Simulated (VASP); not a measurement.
Here is a VASP 6.6.1 calculation.

The input POSCAR:

```
BaS
1.0
    0.0000000000      3.1471359578      3.1471359578
    3.1471359578      0.0000000000      3.1471359578
    3.1471359578      3.1471359578      0.0000000000
Ba S
1 1
Direct
    0.0000000000      0.0000000000      0.0000000000
    0.5000000000      0.5000000000      0.5000000000
```

Contents of INCAR.step1:

```
SYSTEM = BaS
  ALGO = Normal
  EDIFF = 1E-4
  ENCUT = 520
  GGA = PE
  ISMEAR = 0
  LASPH = .True.
  LCHARG = .False.
  LREAL = .False.
  LWAVE = .True.
  NBANDS = 15
  NELM = 100
  PREC = Accurate
  SIGMA = 0.02
```

The input INCAR.step2:

```
SYSTEM = BaS
  ALGO = Normal
  EDIFF = 1E-6
  ENCUT = 520
  ISIF = 2
  ISMEAR = 0
  ISTART = 1
  LASPH = .True.
  LCHARG = .False.
  LMIXTAU = .True.
  LREAL = .False.
  LWAVE = .False.
  METAGGA = R2SCAN
  NBANDS = 15
  NELM = 100
  PREC = Accurate
  SIGMA = 0.02
```

File KPOINTS:

```
k-points
0
Gamma
  6 6 6
  0 0 0
```

Potentials or basis: VASP PAW PBE potentials, release 64 (Ba_sv, S).

Run with:

```sh
$ cat potpaw_PBE.64/Ba_sv/POTCAR potpaw_PBE.64/S/POTCAR > POTCAR
$ cp INCAR.step1 INCAR
$ mpirun -np 1 vasp_std > vasp.out
$ cp INCAR.step2 INCAR
$ mpirun -np 1 vasp_std > vasp.out
```

Problem. Estimate the pressure.

Solution. 3.9 GPa.

Problem. Estimate the band gap on the k mesh.

Solution. 2.38 eV, indirect (least direct gap 2.49 eV).

Caveat: the PAW data sets were made with another functional, which shifts forces and pressure a little; spin-orbit coupling is left out, which moves the levels of the heavy elements. A k mesh can miss the band edges.
